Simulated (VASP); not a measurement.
# CuO (Pm-3m) in VASP: notebook, part 2 of 2

VASP 6.6.1. The steps go on from the part before.

**3. Single point, LDA, collinear spin, ferromagnetic start**

INCAR

```
PREC = Accurate ; ENCUT = 600
EDIFF = 1E-6 ; ISMEAR = 0
SIGMA = 0.05 ; LREAL = False
LASPH = True ; NELM = 200
ALGO = Normal ; ISIF = 2
LWAVE = False ; LCHARG = False
ISPIN = 2 ; MAGMOM = 0.25 0.3
LORBIT = 11 ; LMAXMIX = 4
NBANDS = 20 ; GGA_COMPAT = False
```

KPOINTS

```
Automatic mesh
0
Gamma
  7 7 7
```

POSCAR

```
CuO
1.0
    2.5525506100      0.0000000000      0.0000000000
    0.0000000000      2.5525506100      0.0000000000
    0.0000000000      0.0000000000      2.5525506100
Cu O
1 1
Direct
    0.0000000000      0.0000000000      0.0000000000
    0.5000000000      0.5000000000      0.5000000000
```

Potentials or basis: VASP PAW LDA potentials, release 64 (Cu, O).

On the command line:

```bash
cat potpaw_LDA.64/Cu/POTCAR potpaw_LDA.64/O/POTCAR > POTCAR
mpirun -np 1 vasp_std > vasp.out
```

OUTCAR:

```text
PREC = Accurate
   ENCUT = 600
   EDIFF = 1E-6
   ISMEAR = 0
   LREAL = False
   LASPH = True
   NELM = 200
   ISIF = 2
   ISPIN = 2
   LORBIT = 11

 ion  position               nearest neighbor table
   1  0.000  0.000  0.000-   2 2.21   2 2.21   2 2.21   2 2.21   2 2.21   2 2.21   2 2.21   2 2.21

   2  0.500  0.500  0.500-   1 2.21   1 2.21   1 2.21   1 2.21   1 2.21   1 2.21   1 2.21   1 2.21

  LATTYP: Found a simple cubic cell.
 ALAT       =     2.5525506100

  Lattice vectors:

 A1 = (   2.5525506100,   0.0000000000,   0.0000000000)
 A2 = (   0.0000000000,   2.5525506100,   0.0000000000)
 A3 = (   0.0000000000,   0.0000000000,   2.5525506100)

Analysis of symmetry for initial positions (statically):
=====================================================================
 Subroutine PRICEL returns:
 Original cell was already a primitive cell.

 Routine SETGRP: Setting up the symmetry group for a
 simple cubic supercell.

 Subroutine GETGRP returns: Found 48 space group operations
 (whereof 48 operations were pure point group operations)
 out of a pool of 48 trial point group operations.

The static configuration has the point symmetry O_h .

Analysis of symmetry for dynamics (positions and initial velocities):
=====================================================================
 Subroutine PRICEL returns:
 Original cell was already a primitive cell.

 Routine SETGRP: Setting up the symmetry group for a
 simple cubic supercell.

 Subroutine GETGRP returns: Found 48 space group operations
 (whereof 48 operations were pure point group operations)
 out of a pool of 48 trial point group operations.

The dynamic configuration has the point symmetry O_h .

Analysis of structural, dynamic, and magnetic symmetry:
=====================================================================
 Subroutine PRICEL returns:
[... 145 lines left out ...]

 Free energy of the ion-electron system (eV)
  ---------------------------------------------------
  ext. energy  EPLUGINS =         0.00000000
  ---------------------------------------------------
  free energy    TOTEN  =       -10.48166116 eV

  energy without entropy =      -10.48138265  energy(sigma->0) =      -10.48152190

 E-fermi :   7.4422     XC(G=0): -13.8293

 val. band max:        7.3131800229   @ k =   0.2857   0.1429   0.0000
 cond. band min:       7.5236832300   @ k =   0.4286   0.2857   0.1429
 fundamental gap:      0.2105032071
 Fermi energy:         7.4422306028

 spin component 1

 k-point     1 :       0.0000    0.0000    0.0000
  band No.  band energies     occupation
      1     -12.4293      1.00000
      2       3.6791      1.00000
      3       3.6791      1.00000
      4       5.3432      1.00000
      5       5.3432      1.00000
      6       5.3432      1.00000
[... 436 lines left out ...]
      6       6.0003      1.00000
[... 12 lines left out ...]
     19      50.5522      0.00000
     20      52.7067      0.00000
 Fermi energy:         7.4422306028

 spin component 2

 k-point     1 :       0.0000    0.0000    0.0000
  band No.  band energies     occupation
      1     -12.4290      1.00000
      2       3.6792      1.00000
      3       3.6792      1.00000
      4       5.3436      1.00000
      5       5.3436      1.00000
      6       5.3436      1.00000
[... 449 lines left out ...]
     19      50.5523      0.00000
     20      52.7068      0.00000

------------------------ aborting loop because EDIFF is reached ----------------------------------------

  FORCE on cell =-STRESS in cart. coord.  units (eV):
  Direction    XX          YY          ZZ          XY          YZ          ZX
  --------------------------------------------------------------------------------------
  -------------------------------------------------------------------------------------
  Total        0.1201867      0.1201867      0.1201867      0.0000000      0.0000000     -0.0000000
  in kB       11.5782731     11.5782731     11.5782731      0.0000000      0.0000000     -0.0000000
  external PRESSURE =      11.5782731 kB  Pullay stress =       0.0000000 kB

 VOLUME and BASIS-vectors are now :
 -----------------------------------------------------------------------------
  energy-cutoff  :      600.00
  volume of cell :       16.63
      direct lattice vectors                 reciprocal lattice vectors
     2.552550610  0.000000000  0.000000000     0.391765004  0.000000000  0.000000000
     0.000000000  2.552550610  0.000000000     0.000000000  0.391765004  0.000000000
     0.000000000  0.000000000  2.552550610     0.000000000  0.000000000  0.391765004

 POSITION                                       TOTAL-FORCE (eV/Angst)
 -----------------------------------------------------------------------------------
      0.00000      0.00000      0.00000         0.000000      0.000000      0.000000
      1.27628      1.27628      1.27628         0.000000      0.000000      0.000000
 -----------------------------------------------------------------------------------
    total drift:                                0.000000      0.000000      0.000000

  FREE ENERGIE OF THE ION-ELECTRON SYSTEM (eV)
  ---------------------------------------------------
  free  energy   TOTEN  =       -10.4816611616 eV

  energy  without entropy=      -10.4813826470  energy(sigma->0) =      -10.48152190

 total charge

# of ion       s       p       d       tot
------------------------------------------
    1        0.319   0.361   9.187   9.867
    2        1.585   3.294   0.000   4.879
--------------------------------------------------
tot          1.904   3.655   9.187  14.746

 magnetization (x)

# of ion       s       p       d       tot
------------------------------------------
    1       -0.000  -0.000   0.000  -0.000
    2        0.000   0.000   0.000   0.000
--------------------------------------------------
tot         -0.000   0.000   0.000   0.000
```

OSZICAR:

```text
N       E                     dE             d eps       ncg     rms          rms(c)
DAV:   1     0.100798785022E+03    0.10080E+03   -0.82843E+03  1912   0.154E+03
DAV:   2    -0.624814730367E+01   -0.10705E+03   -0.93366E+02  1696   0.289E+02
DAV:   3    -0.132726774496E+02   -0.70245E+01   -0.64780E+01  1788   0.671E+01
DAV:   4    -0.133453061717E+02   -0.72629E-01   -0.72382E-01  1840   0.666E+00
DAV:   5    -0.133458935536E+02   -0.58738E-03   -0.58735E-03  1904   0.603E-01    0.121E+01
DAV:   6    -0.129723991398E+02    0.37349E+00   -0.11681E+01  2220   0.983E+01    0.128E+01
DAV:   7    -0.105088863674E+02    0.24635E+01   -0.27904E+00  2092   0.743E+01    0.168E+00
DAV:   8    -0.104964294082E+02    0.12457E-01   -0.19913E-01  2128   0.450E+00    0.109E+00
DAV:   9    -0.104746043895E+02    0.21825E-01   -0.12214E-02  2328   0.277E+00    0.892E-01
DAV:  10    -0.104801075310E+02   -0.55031E-02   -0.15823E-03  2216   0.738E-01    0.538E-01
DAV:  11    -0.104814682769E+02   -0.13607E-02   -0.55491E-04  2352   0.438E-01    0.133E-01
DAV:  12    -0.104816509016E+02   -0.18262E-03   -0.85675E-05  2380   0.253E-01    0.392E-02
DAV:  13    -0.104816607503E+02   -0.98486E-05   -0.92037E-06  2284   0.726E-02    0.115E-02
DAV:  14    -0.104816564243E+02    0.43260E-05   -0.29447E-06  1940   0.345E-02    0.253E-02
DAV:  15    -0.104816611242E+02   -0.46999E-05   -0.73233E-07  1076   0.181E-02    0.327E-03
DAV:  16    -0.104816611616E+02   -0.37382E-07   -0.31703E-07  1044   0.457E-03
   1 F= -.10481661E+02 E0= -.10481522E+02  d E =-.278515E-03  mag=    -0.0001
```

stdout:

```text
POSCAR found type information on POSCAR CuO
 POSCAR found :  2 types and       2 ions
 scaLAPACK will be used
 LDA part: xc-table for (Slater(with rela. corr.)+CA(PZ))
 , standard interpolation
 POSCAR, INCAR and KPOINTS ok, starting setup
 FFT: planning ... GRIDC
 FFT: planning ... GRID_SOFT
 FFT: planning ... GRID
 WAVECAR not read
 entering main loop
```

Wall time 10 s (1 thread of Intel Xeon Platinum 8488C (Sapphire Rapids), shared host); peak memory 0.13 GiB.

What came out:

```yaml
Free_energy: -10.4817 eV
Pressure: 1.2 GPa
Net_moment: 0.00 μB per cell
Valence_electrons_inside_the_program's_atomic_spheres: Cu 9.87; O 4.88
```

Caveat: semilocal functionals often make such compounds metallic where correlation or magnetic order opens a gap, which also shifts bond lengths.

**4. Single point, LDA, collinear spin, ferromagnetic start**

INCAR

```
SYSTEM = CuO
PREC = Accurate
ENCUT = 600
EDIFF = 1E-6
ISMEAR = 0
SIGMA = 0.05
LREAL = .False.
LASPH = .True.
NELM = 200
ALGO = Normal
ISIF = 2
LWAVE = .False.
LCHARG = .True.
ISPIN = 2
MAGMOM = 0.52 0.56
LORBIT = 11
LMAXMIX = 4
LELF = .True.
LVHAR = .True.
NBANDS = 20
GGA_COMPAT = .False.
```

KPOINTS

```
regular mesh
0
Gamma
  7 7 7
  0 0 0
```

POSCAR is that of step 3.

Potentials or basis: VASP PAW LDA potentials, release 64 (Cu, O).

On the command line:

```bash
cat potpaw_LDA.64/Cu/POTCAR potpaw_LDA.64/O/POTCAR > POTCAR
mpirun -np 1 vasp_std > vasp.out
```

OUTCAR:

```text
SYSTEM = CuO
   PREC = Accurate
   ENCUT = 600
   EDIFF = 1E-6
   ISMEAR = 0
   LREAL = .False.
   LASPH = .True.
   NELM = 200
   ISIF = 2
   ISPIN = 2
   LORBIT = 11

 ion  position               nearest neighbor table
   1  0.000  0.000  0.000-   2 2.21   2 2.21   2 2.21   2 2.21   2 2.21   2 2.21   2 2.21   2 2.21

   2  0.500  0.500  0.500-   1 2.21   1 2.21   1 2.21   1 2.21   1 2.21   1 2.21   1 2.21   1 2.21

  LATTYP: Found a simple cubic cell.
 ALAT       =     2.5525506100

  Lattice vectors:

 A1 = (   2.5525506100,   0.0000000000,   0.0000000000)
 A2 = (   0.0000000000,   2.5525506100,   0.0000000000)
 A3 = (   0.0000000000,   0.0000000000,   2.5525506100)

Analysis of symmetry for initial positions (statically):
=====================================================================
 Subroutine PRICEL returns:
 Original cell was already a primitive cell.

 Routine SETGRP: Setting up the symmetry group for a
 simple cubic supercell.

 Subroutine GETGRP returns: Found 48 space group operations
 (whereof 48 operations were pure point group operations)
 out of a pool of 48 trial point group operations.

[... 1102 lines left out ...]
     19      50.5523      0.00000
     20      52.7067      0.00000

------------------------ aborting loop because EDIFF is reached ----------------------------------------

  FORCE on cell =-STRESS in cart. coord.  units (eV):
  Direction    XX          YY          ZZ          XY          YZ          ZX
  --------------------------------------------------------------------------------------
  -------------------------------------------------------------------------------------
  Total        0.1198734      0.1198734      0.1198734      0.0000000     -0.0000000      0.0000000
  in kB       11.5480900     11.5480900     11.5480900      0.0000000     -0.0000000      0.0000000
  external PRESSURE =      11.5480900 kB  Pullay stress =       0.0000000 kB

 VOLUME and BASIS-vectors are now :
 -----------------------------------------------------------------------------
  energy-cutoff  :      600.00
  volume of cell :       16.63
      direct lattice vectors                 reciprocal lattice vectors
     2.552550610  0.000000000  0.000000000     0.391765004  0.000000000  0.000000000
     0.000000000  2.552550610  0.000000000     0.000000000  0.391765004  0.000000000
     0.000000000  0.000000000  2.552550610     0.000000000  0.000000000  0.391765004

 POSITION                                       TOTAL-FORCE (eV/Angst)
 -----------------------------------------------------------------------------------
      0.00000      0.00000      0.00000         0.000000      0.000000      0.000000
      1.27628      1.27628      1.27628         0.000000      0.000000      0.000000
 -----------------------------------------------------------------------------------
    total drift:                               -0.000000      0.000000      0.000000

  FREE ENERGIE OF THE ION-ELECTRON SYSTEM (eV)
  ---------------------------------------------------
  free  energy   TOTEN  =       -10.4816611808 eV

  energy  without entropy=      -10.4813826673  energy(sigma->0) =      -10.48152192

 total charge

# of ion       s       p       d       tot
------------------------------------------
    1        0.319   0.361   9.187   9.867
    2        1.585   3.294   0.000   4.879
--------------------------------------------------
tot          1.904   3.655   9.187  14.746

 magnetization (x)

# of ion       s       p       d       tot
------------------------------------------
    1        0.000   0.000  -0.000   0.000
    2       -0.000  -0.000   0.000  -0.000
--------------------------------------------------
tot          0.000  -0.000  -0.000  -0.000
```

stdout:

```text
POSCAR found type information on POSCAR CuO
 POSCAR found :  2 types and       2 ions
 scaLAPACK will be used
 LDA part: xc-table for (Slater(with rela. corr.)+CA(PZ))
 , standard interpolation
 POSCAR, INCAR and KPOINTS ok, starting setup
 FFT: planning ... GRIDC
 FFT: planning ... GRID_SOFT
 FFT: planning ... GRID
 WAVECAR not read
 entering main loop
```

Run time: 10 s. Hardware: 1 thread of Intel Xeon Platinum 8488C (Sapphire Rapids), shared host; peak memory 0.13 GiB.

Results:

* Free energy: -10.4817 eV
* Pressure: 1.2 GPa
* Net moment: 0.00 μB per cell
* Valence electrons inside the program's atomic spheres: Cu 9.87; O 4.88

Caveat: semilocal functionals often make such compounds metallic where correlation or magnetic order opens a gap, which also shifts bond lengths. With open d or f shells a metallic result of LDA can be an artefact of self-interaction; +U or a hybrid may open a gap.
